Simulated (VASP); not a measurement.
# Sc4InSb (F-43m) in VASP: further runs

Sc4InSb is run at these levels: PBE; tasks: single point, relaxation of cell and atoms.

Everything below comes from runs of VASP 6.6.1. Logs are shortened: lines on timing, memory, paths and dates and some standing lists are left out, and cuts for length are marked.

### 1 The cell of the first run

It takes space group F-43m (No. 216, cubic). The conventional cell has a = 7.775 Å, b = 7.775 Å, c = 7.775 Å, α = 90.00°, β = 90.00°, γ = 90.00°. Sc (site symmetry 3m) has 6 Sc at 2.73 to 2.77 Å and 3 Sb at 3.22 Å and 3 In at 3.23 Å within 3.6 Å. Within 4.2 Å of In (site symmetry -43m) lie 12 Sc at 3.23 Å and 4 Sb at 3.37 Å. Sb (site symmetry -43m) has 12 Sc at 3.22 Å and 4 In at 3.37 Å within 4.2 Å.

The cell was generated, and may not be a known phase.

### 2 Single point, PBE

INCAR

```
SYSTEM = Sc4InSb
PREC = Accurate ; ENCUT = 520
EDIFF = 1E-7 ; ISMEAR = 0
SIGMA = 0.1 ; LREAL = .FALSE.
LASPH = .TRUE. ; NELM = 100
ALGO = Normal ; ISIF = 2
LWAVE = .FALSE. ; LCHARG = .TRUE.
GGA = PE ; LELF = .TRUE.
LVHAR = .TRUE. ; NBANDS = 40
```

KPOINTS

```
Automatic mesh
0
G
  4 4 4
  0 0 0
```

POSCAR

```
Sc4InSb
1.0
    0.0000000000      3.8873883800      3.8873883800
    3.8873883800      0.0000000000      3.8873883800
    3.8873883800      3.8873883800      0.0000000000
Sc In Sb
4 1 1
Direct
    0.8727561500      0.3757479500      0.3757479500
    0.3757479500      0.3757479500      0.3757479500
    0.3757479500      0.8727561500      0.3757479500
    0.3757479500      0.3757479500      0.8727561500
    0.0000000000      0.0000000000      0.0000000000
    0.7500000000      0.7500000000      0.7500000000
```

Potentials or basis: VASP PAW PBE potentials, release 64 (Sc_sv, In_d, Sb).

Run with:

```console
cat potpaw_PBE.64/Sc_sv/POTCAR potpaw_PBE.64/In_d/POTCAR potpaw_PBE.64/Sb/POTCAR > POTCAR
mpirun -np 1 vasp_std > vasp.out
```

OUTCAR:

```text
SYSTEM = Sc4InSb
   PREC = Accurate
   ENCUT = 520
   EDIFF = 1E-7
   ISMEAR = 0
   LREAL = .FALSE.
   LASPH = .TRUE.
   NELM = 100
   ISIF = 2
   GGA = PE

 ion  position               nearest neighbor table
   1  0.873  0.376  0.376-   2 2.73   3 2.73   4 2.73   2 2.77   4 2.77   3 2.77   6 3.22   6 3.22
                             6 3.22   5 3.23   5 3.23   5 3.23
   2  0.376  0.376  0.376-   1 2.73   3 2.73   4 2.73   4 2.77   3 2.77   1 2.77   6 3.22   6 3.22
                             6 3.22   5 3.23   5 3.23   5 3.23
   3  0.376  0.873  0.376-   1 2.73   2 2.73   4 2.73   4 2.77   2 2.77   1 2.77   6 3.22   6 3.22
                             6 3.22   5 3.23   5 3.23   5 3.23
   4  0.376  0.376  0.873-   1 2.73   2 2.73   3 2.73   2 2.77   3 2.77   1 2.77   6 3.22   6 3.22
                             6 3.22   5 3.23   5 3.23   5 3.23
   5  0.000  0.000  0.000-   1 3.23   3 3.23   4 3.23   2 3.23   2 3.23   2 3.23   1 3.23   1 3.23
                             4 3.23   3 3.23   3 3.23   4 3.23   6 3.37   6 3.37   6 3.37   6 3.37
   6  0.750  0.750  0.750-   3 3.22   4 3.22   1 3.22   4 3.22   1 3.22   3 3.22   2 3.22   2 3.22
                             2 3.22   1 3.22   3 3.22   4 3.22   5 3.37   5 3.37   5 3.37   5 3.37

  LATTYP: Found a face centered cubic cell.
 ALAT       =     7.7747767600

  Lattice vectors:

 A1 = (   0.0000000000,   3.8873883800,   3.8873883800)
 A2 = (   3.8873883800,   0.0000000000,   3.8873883800)
 A3 = (   3.8873883800,   3.8873883800,   0.0000000000)

Analysis of symmetry for initial positions (statically):
=====================================================================
 Subroutine PRICEL returns:
 Original cell was already a primitive cell.

 Routine SETGRP: Setting up the symmetry group for a
 face centered cubic supercell.

 Subroutine GETGRP returns: Found 24 space group operations
 (whereof 24 operations were pure point group operations)
 out of a pool of 48 trial point group operations.

The static configuration has the point symmetry T_d .

Analysis of symmetry for dynamics (positions and initial velocities):
=====================================================================
 Subroutine PRICEL returns:
 Original cell was already a primitive cell.

 Routine SETGRP: Setting up the symmetry group for a
 face centered cubic supercell.

 Subroutine GETGRP returns: Found 24 space group operations
 (whereof 24 operations were pure point group operations)
 out of a pool of 48 trial point group operations.

The dynamic configuration has the point symmetry T_d .

 Subroutine INISYM returns: Found 24 space group operations
 (whereof 24 operations are pure point group operations),
 and found     1 'primitive' translations

----------------------------------------------------------------------------------------

                                     Primitive cell

  volume of cell :     117.4908

  direct lattice vectors                    reciprocal lattice vectors
     0.000000000  3.887388380  3.887388380    -0.128621056  0.128621056  0.128621056
     3.887388380  0.000000000  3.887388380     0.128621056 -0.128621056  0.128621056
     3.887388380  3.887388380  0.000000000     0.128621056  0.128621056 -0.128621056

  length of vectors
     5.497597369  5.497597369  5.497597369     0.222778205  0.222778205  0.222778205

  position of ions in fractional coordinates (direct lattice)
     0.872756150  0.375747950  0.375747950
     0.375747950  0.375747950  0.375747950
     0.375747950  0.872756150  0.375747950
     0.375747950  0.375747950  0.872756150
     0.000000000  0.000000000  0.000000000
     0.750000000  0.750000000  0.750000000

  ion indices of the primitive-cell ions
   primitive index   ion index
                 1           1
                 2           2
                 3           3
                 4           4
                 5           5
                 6           6

----------------------------------------------------------------------------------------

 KPOINTS: Automatic mesh

Automatic generation of k-mesh.
 Grid dimensions read from file:
 generate k-points for:    4    4    4

 Generating k-lattice:

  Cartesian coordinates                     Fractional coordinates (reciprocal lattice)
    -0.032155264  0.032155264  0.032155264     0.250000000  0.000000000  0.000000000
     0.032155264 -0.032155264  0.032155264     0.000000000  0.250000000  0.000000000
     0.032155264  0.032155264 -0.032155264     0.000000000  0.000000000  0.250000000

  Length of vectors
     0.055694551  0.055694551  0.055694551

  Shift w.r.t. Gamma in fractional coordinates (k-lattice)
     0.000000000  0.000000000  0.000000000

 Subroutine IBZKPT returns following result:
 ===========================================

 Found      8 irreducible k-points:

 Following reciprocal coordinates:
            Coordinates               Weight
  0.000000  0.000000  0.000000      1.000000
  0.250000  0.000000  0.000000      8.000000
  0.500000  0.000000  0.000000      4.000000
  0.250000  0.250000  0.000000      6.000000
  0.500000  0.250000  0.000000     24.000000
 -0.250000  0.250000  0.000000     12.000000
  0.500000  0.500000  0.000000      3.000000
 -0.250000  0.500000  0.250000      6.000000
   k-points           NKPTS =      8   k-points in BZ     NKDIM =      8   number of bands    NBANDS=     40
   number of dos      NEDOS =    301   number of ions     NIONS =      6
   total plane-waves  NPLWV =  74088
   dimension x,y,z NGX =    42 NGY =   42 NGZ =   42
   dimension x,y,z NGXF=    84 NGYF=   84 NGZF=   84
   ions per type =               4   1   1
   NGX,Y,Z   is equivalent  to a cutoff of  12.70, 12.70, 12.70 a.u.
   NGXF,Y,Z  is equivalent  to a cutoff of  25.40, 25.40, 25.40 a.u.
 SYSTEM =  Sc4InSb
   PREC   = accura    normal or accurate (medium, high low for compatibility)
   ISTART =      0    job   : 0-new  1-cont  2-samecut
   ICHARG =      2    charge: 1-file 2-atom 10-const
   ISPIN  =      1    spin polarized calculation?
   LNONCOLLINEAR =      F non collinear calculations
   LSORBIT =      F    spin-orbit coupling
   LASPH  =      T    aspherical Exc in radial PAW
   ENCUT  =  520.0 eV  38.22 Ry    6.18 a.u.  10.22 10.22 10.22*2*pi/ulx,y,z
   NELM   =    100;   NELMIN=  2; NELMDL= -5     # of ELM steps
   EDIFF  = 0.1E-06   stopping-criterion for ELM
   LREAL  =      F    real-space projection
   EDIFFG = 0.1E-05   stopping-criterion for IOM
   NSW    =      0    number of steps for IOM
   IBRION =     -1    ionic relax: 0-MD 1-quasi-New 2-CG
   NFREE  =      0    steps in history (QN), initial steepest desc. (CG)
   ISIF   =      2    stress and relaxation
   ISYM   =      2    0-nonsym 1-usesym 2-fastsym
   POTIM  = 0.5000    time-step for ionic-motion
   TEBEG  =    0.0;   TEEND  =   0.0 temperature during run
   PSTRESS=    0.0 pullay stress
   NELECT =      62.0000    total number of electrons
   NUPDOWN=      -1.0000    fix difference up-down
   EMIN   =  10.00;   EMAX   =-10.00  energy-range for DOS
   EFERMI =   0.00;   METHOD = LEGACY
   ISMEAR =     0;   SIGMA  =   0.10  broadening in eV -4-tet -1-fermi 0-gaus
   EFERMI_NEDOS =   21; number of points for ismear=-14 and -15
   IALGO  =     38    algorithm
   IMIX   =      4    mixing-type and parameters
     AMIX     =   0.40;   BMIX     =  1.00
     AMIX_MAG =   1.60;   BMIX_MAG =  1.00
  volume/ion in A,a.u.               =      19.58       132.14
  Fermi-wavevector in a.u.,A,eV,Ry     =   1.322932  2.499979 23.812217  1.750149
  Thomas-Fermi vector in A             =   2.452577
   LORBIT       =      0    0 simple, 1 ext, 2 COOP (PROOUT), +10 PAW based schemes
   GGA     = PE    functional components
   LHFCALC =     F    Hartree Fock is set to
   AEXX    =    0.0000 exact exchange contribution
   IVDW    =     0    specifies the selected vdW correction
   LEPSILON=     F    determine dielectric tensor
   LRPA    =     F    only Hartree local field effects (RPA)
 non-spin polarized calculation
 Gauss-broadening in eV      SIGMA  =   0.10
  energy-cutoff  :      520.00
  volume of cell :      117.49
 maximum number of plane-waves:      3178
 NGX is ok and might be reduce to    42
   NGX = 21   NGY = 21   NGZ = 21

 number of electron      62.0000002 magnetization

 Free energy of the ion-electron system (eV)
  ---------------------------------------------------
  ext. energy  EPLUGINS =         0.00000000
  ---------------------------------------------------
  free energy    TOTEN  =       -30.80859383 eV

  energy without entropy =      -30.78573057  energy(sigma->0) =      -30.79716220

 E-fermi :   7.5096     XC(G=0): -11.0923

 val. band max:        7.4662998572   @ k =  -0.2500   0.5000   0.2500
 cond. band min:       7.5315302254   @ k =  -0.2500   0.5000   0.2500
 fundamental gap:      0.0652303682
 Fermi energy:         7.5095823756

 k-point     1 :       0.0000    0.0000    0.0000
  band No.  band energies     occupation
      1     -41.6757      2.00000
      2     -41.3830      2.00000
      3     -41.3830      2.00000
      4     -41.3830      2.00000
      5     -21.2690      2.00000
      6     -20.6136      2.00000
[... 32 lines left out ...]
     39      11.0091      0.00000
     40      11.0961      0.00000

 k-point     2 :       0.2500    0.0000    0.0000
  band No.  band energies     occupation
      1     -41.6459      2.00000
      2     -41.4144      2.00000
      3     -41.3831      2.00000
      4     -41.3831      2.00000
      5     -21.1410      2.00000
      6     -20.5675      2.00000
[... 32 lines left out ...]
     39      10.9075      0.00000
     40      10.9513      0.00000

 k-point     3 :       0.5000    0.0000    0.0000
  band No.  band energies     occupation
      1     -41.6044      2.00000
      2     -41.4575      2.00000
      3     -41.3832      2.00000
      4     -41.3832      2.00000
      5     -21.0014      2.00000
      6     -20.5182      2.00000
[... 32 lines left out ...]
     39      10.4197      0.00000
     40      10.6944      0.00000

 k-point     4 :       0.2500    0.2500    0.0000
  band No.  band energies     occupation
      1     -41.6340      2.00000
      2     -41.4266      2.00000
      3     -41.3833      2.00000
      4     -41.3833      2.00000
      5     -21.0836      2.00000
      6     -20.6203      2.00000
[... 32 lines left out ...]
     39      10.2478      0.00000
     40      10.2478      0.00000

 k-point     5 :       0.5000    0.2500    0.0000
  band No.  band energies     occupation
      1     -41.5836      2.00000
      2     -41.4785      2.00000
      3     -41.3834      2.00000
      4     -41.3834      2.00000
      5     -20.8914      2.00000
      6     -20.5738      2.00000
[... 32 lines left out ...]
     39       9.7568      0.00000
     40       9.8797      0.00000

 k-point     6 :      -0.2500    0.2500    0.0000
  band No.  band energies     occupation
      1     -41.6045      2.00000
      2     -41.4572      2.00000
      3     -41.3834      2.00000
      4     -41.3832      2.00000
      5     -20.9703      2.00000
      6     -20.5466      2.00000
[... 32 lines left out ...]
     39      10.2324      0.00000
     40      10.3639      0.00000

 k-point     7 :       0.5000    0.5000    0.0000
  band No.  band energies     occupation
      1     -41.5416      2.00000
      2     -41.5209      2.00000
      3     -41.3835      2.00000
      4     -41.3835      2.00000
      5     -20.7392      2.00000
      6     -20.7062      2.00000
[... 32 lines left out ...]
     39       9.1561      0.00000
     40       9.8515      0.00000

 k-point     8 :      -0.2500    0.5000    0.2500
  band No.  band energies     occupation
      1     -41.5416      2.00000
      2     -41.5209      2.00000
      3     -41.3835      2.00000
      4     -41.3835      2.00000
      5     -20.7080      2.00000
      6     -20.6643      2.00000
[... 32 lines left out ...]
     39       9.8165      0.00000
     40       9.9003      0.00000

------------------------ aborting loop because EDIFF is reached ----------------------------------------

  FORCE on cell =-STRESS in cart. coord.  units (eV):
  Direction    XX          YY          ZZ          XY          YZ          ZX
  --------------------------------------------------------------------------------------
  -------------------------------------------------------------------------------------
  Total       11.2839395     11.2839395     11.2839395      0.0000000      0.0000000     -0.0000000
  in kB      153.8748129    153.8748129    153.8748129      0.0000000      0.0000000     -0.0000000
  external PRESSURE =     153.8748129 kB  Pullay stress =       0.0000000 kB

 VOLUME and BASIS-vectors are now :
 -----------------------------------------------------------------------------
  energy-cutoff  :      520.00
  volume of cell :      117.49
      direct lattice vectors                 reciprocal lattice vectors
     0.000000000  3.887388380  3.887388380    -0.128621056  0.128621056  0.128621056
     3.887388380  0.000000000  3.887388380     0.128621056 -0.128621056  0.128621056
     3.887388380  3.887388380  0.000000000     0.128621056  0.128621056 -0.128621056

 POSITION                                       TOTAL-FORCE (eV/Angst)
 -----------------------------------------------------------------------------------
      2.92136      4.85342      4.85342        -0.180942      0.180942      0.180942
      2.92136      2.92136      2.92136        -0.180942     -0.180942     -0.180942
      4.85342      2.92136      4.85342         0.180942     -0.180942      0.180942
      4.85342      4.85342      2.92136         0.180942      0.180942     -0.180942
      0.00000      0.00000      0.00000         0.000000      0.000000      0.000000
      5.83108      5.83108      5.83108         0.000000      0.000000      0.000000
 -----------------------------------------------------------------------------------
    total drift:                               -0.000000     -0.000000     -0.000000

  FREE ENERGIE OF THE ION-ELECTRON SYSTEM (eV)
  ---------------------------------------------------
  free  energy   TOTEN  =       -30.8085938258 eV

  energy  without entropy=      -30.7857305722  energy(sigma->0) =      -30.79716220
```

It took 44 s on 1 thread of Intel Xeon Platinum 8488C (Sapphire Rapids), shared host; peak memory 0.26 GiB.

Results:

```yaml
Free_energy: -30.8086 eV
Pressure: 15.4 GPa
Largest_force: 0.313 eV/Å
Band_gap_on_the_k_mesh: zero (bands 31 and 32 overlap by 0.55 eV)
```

Forces on the atoms (eV/Å):
```
Sc  -0.181  0.181  0.181
Sc  -0.181 -0.181 -0.181
Sc   0.181 -0.181  0.181
Sc   0.181  0.181 -0.181
In   0.000  0.000  0.000
Sb   0.000  0.000  0.000
```

Caveat: the cell stands under pressure; spin-orbit coupling is left out, which moves the levels of the heavy elements.

### 3 Single point, PBE

This run uses another cell than the first one, of 24.24 Å³/atom.

INCAR

```
PREC = Accurate
ENCUT = 520
EDIFF = 1E-7
ISMEAR = 0
SIGMA = 0.1
LREAL = F
LASPH = T
NELM = 100
ALGO = Normal
ISIF = 2
LWAVE = F
LCHARG = T
GGA = PE
LELF = T
LVHAR = T
NBANDS = 40
```

KPOINTS

```
regular mesh
0
Gamma
  4 4 4
```

POSCAR

```
Sc4InSb
1.0
    0.0000000000      4.1742574142      4.1742574142
    4.1742574142      0.0000000000      4.1742574142
    4.1742574142      4.1742574142      0.0000000000
Sc In Sb
4 1 1
Direct
    0.8759848413      0.3746717196      0.3746717196
    0.3746717196      0.3746717196      0.3746717196
    0.3746717196      0.8759848413      0.3746717196
    0.3746717196      0.3746717196      0.8759848413
    0.0000000000      0.0000000000      0.0000000000
    0.7500000000      0.7500000000      0.7500000000
```

Potentials or basis: VASP PAW PBE potentials, release 64 (Sc_sv, In_d, Sb).

Run with:

```console
cat potpaw_PBE.64/Sc_sv/POTCAR potpaw_PBE.64/In_d/POTCAR potpaw_PBE.64/Sb/POTCAR > POTCAR
mpirun -np 1 vasp_std > vasp.out
```

OUTCAR:

```text
PREC = Accurate
   ENCUT = 520
   EDIFF = 1E-7
   ISMEAR = 0
   LREAL = F
   LASPH = T
   NELM = 100
   ISIF = 2
   GGA = PE

 ion  position               nearest neighbor table
   1  0.876  0.375  0.375-   2 2.94   3 2.94   4 2.94   3 2.96   4 2.96   2 2.96   5 3.46   5 3.46
                             5 3.46   6 3.46   6 3.46   6 3.46
   2  0.375  0.375  0.375-   1 2.94   3 2.94   4 2.94   1 2.96   3 2.96   4 2.96   5 3.46   5 3.46
                             5 3.46   6 3.46   6 3.46   6 3.46
   3  0.375  0.876  0.375-   1 2.94   2 2.94   4 2.94   1 2.96   4 2.96   2 2.96   5 3.46   5 3.46
                             5 3.46   6 3.46   6 3.46   6 3.46
   4  0.375  0.375  0.876-   1 2.94   2 2.94   3 2.94   3 2.96   1 2.96   2 2.96   5 3.46   5 3.46
[... 538 lines left out ...]
  Total       -0.0914355     -0.0914355     -0.0914355     -0.0000000      0.0000000      0.0000000
  in kB       -1.0070653     -1.0070653     -1.0070653     -0.0000000      0.0000000      0.0000000
  external PRESSURE =      -1.0070653 kB  Pullay stress =       0.0000000 kB

 VOLUME and BASIS-vectors are now :
 -----------------------------------------------------------------------------
  energy-cutoff  :      520.00
  volume of cell :      145.47
      direct lattice vectors                 reciprocal lattice vectors
     0.000000000  4.174257414  4.174257414    -0.119781784  0.119781784  0.119781784
     4.174257414  0.000000000  4.174257414     0.119781784 -0.119781784  0.119781784
     4.174257414  4.174257414  0.000000000     0.119781784  0.119781784 -0.119781784

 POSITION                                       TOTAL-FORCE (eV/Angst)
 -----------------------------------------------------------------------------------
      3.12795      5.22056      5.22056         0.008617     -0.008617     -0.008617
      3.12795      3.12795      3.12795         0.008617      0.008617      0.008617
      5.22056      3.12795      5.22056        -0.008617      0.008617     -0.008617
      5.22056      5.22056      3.12795        -0.008617     -0.008617      0.008617
      0.00000      0.00000      0.00000         0.000000      0.000000      0.000000
      6.26139      6.26139      6.26139         0.000000      0.000000      0.000000
 -----------------------------------------------------------------------------------
    total drift:                               -0.000001     -0.000001     -0.000001

  FREE ENERGIE OF THE ION-ELECTRON SYSTEM (eV)
  ---------------------------------------------------
  free  energy   TOTEN  =       -31.9424241270 eV

  energy  without entropy=      -31.9111146310  energy(sigma->0) =      -31.92676938
```

OSZICAR:

```text
N       E                     dE             d eps       ncg     rms          rms(c)
DAV:   1     0.114228812305E+04    0.11423E+04   -0.26987E+04   648   0.169E+03
DAV:   2     0.956518763071E+02   -0.10466E+04   -0.10281E+04   832   0.704E+02
DAV:   3    -0.266464966240E+02   -0.12230E+03   -0.11697E+03  1016   0.316E+02
DAV:   4    -0.342361292659E+02   -0.75896E+01   -0.73090E+01  1056   0.677E+01
DAV:   5    -0.344958921646E+02   -0.25976E+00   -0.25535E+00  1104   0.137E+01    0.124E+01
DAV:   6    -0.322900665398E+02    0.22058E+01   -0.83149E+00   912   0.208E+01    0.397E+00
DAV:   7    -0.319966047728E+02    0.29346E+00   -0.67640E-01   936   0.616E+00    0.197E+00
DAV:   8    -0.319449077097E+02    0.51697E-01   -0.19772E-01   952   0.320E+00    0.632E-01
DAV:   9    -0.319426066720E+02    0.23010E-02   -0.19266E-02   920   0.116E+00    0.191E-01
DAV:  10    -0.319423957117E+02    0.21096E-03   -0.23094E-03  1016   0.367E-01    0.648E-02
DAV:  11    -0.319424255536E+02   -0.29842E-04   -0.24011E-04  1008   0.126E-01    0.301E-02
DAV:  12    -0.319424254437E+02    0.10990E-06   -0.35585E-05   984   0.484E-02    0.104E-02
DAV:  13    -0.319424241319E+02    0.13118E-05   -0.56396E-06   968   0.182E-02    0.318E-03
DAV:  14    -0.319424241270E+02    0.48431E-08   -0.56991E-07   760   0.575E-03
   1 F= -.31942424E+02 E0= -.31926769E+02  d E =-.313095E-01
```

It took 50 s on 1 thread of Intel Xeon Platinum 8488C (Sapphire Rapids), shared host; peak memory 0.33 GiB.

What came out:

```yaml
Free_energy: -31.9424 eV
Pressure: -0.1 GPa
Largest_force: 0.015 eV/Å
Band_gap_on_the_k_mesh: zero (bands 31 and 32 overlap by 0.58 eV)
```

Forces on the atoms (eV/Å):
```
Sc   0.009 -0.009 -0.009
Sc   0.009  0.009  0.009
Sc  -0.009  0.009 -0.009
Sc  -0.009 -0.009  0.009
In   0.000  0.000  0.000
Sb   0.000  0.000  0.000
```

Caveat: spin-orbit coupling is left out, which moves the levels of the heavy elements.

(Part 1 of 2 ends here.)

The gap in the log of VASP goes by the Fermi energy; the results here count the filled bands.